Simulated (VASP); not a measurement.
Write the native input for VASP 6.6.1 that does the following.

* Task: single point
* Functional: LDA
* Potentials or basis: VASP PAW LDA potentials, release 64 (Ge_d)
* Cutoff: 520 eV
* k mesh: 11 × 11 × 6
* Occupations: fermi-dirac, width 0.1 eV
* Spin: no spin polarisation
* Dipole correction: no
* Further INCAR settings: ALGO = Normal; EDIFF = 1e-07; NBANDS = 21

The structure of Ge lies in POSCAR:

```
Ge
1.0
    1.4780657662     -2.5772754484      0.0000000000
    1.4780657662      2.5772754484      0.0000000000
    0.0000000000      0.0000000000      4.6958662117
Ge
2
Direct
    0.6665530000      0.3334470000      0.2500000000
    0.3334470000      0.6665530000      0.7500000000
```

One way to write it, as run:

INCAR

```
SYSTEM = Ge
PREC = Accurate
ENCUT = 520
EDIFF = 1E-7
ISMEAR = -1
SIGMA = 0.1
LREAL = .False.
LASPH = .True.
NELM = 60
ALGO = Normal
ISIF = 2
LWAVE = .False.
LCHARG = .False.
GGA = CA
NBANDS = 21
```

KPOINTS

```
regular mesh
0
Gamma
  11 11 6
  0 0 0
```

Potentials or basis: VASP PAW LDA potentials, release 64 (Ge_d).

Launch:

```sh
$ cat potpaw_LDA.64/Ge_d/POTCAR > POTCAR
$ mpirun -np 1 vasp_std > vasp.out
```

It gave:

```yaml
Pressure: 0.4 GPa
Largest_force: 0.005 eV/Å
Band_gap_on_the_k_mesh: zero (band 14 reaches 13.80 eV, above the bottom of band 15 at 4.35 eV)
```

It took 28 s on 1 thread of Intel(R) Xeon(R) 6975P-C (Granite Rapids), on a shared host, peak memory 0.19 GiB.
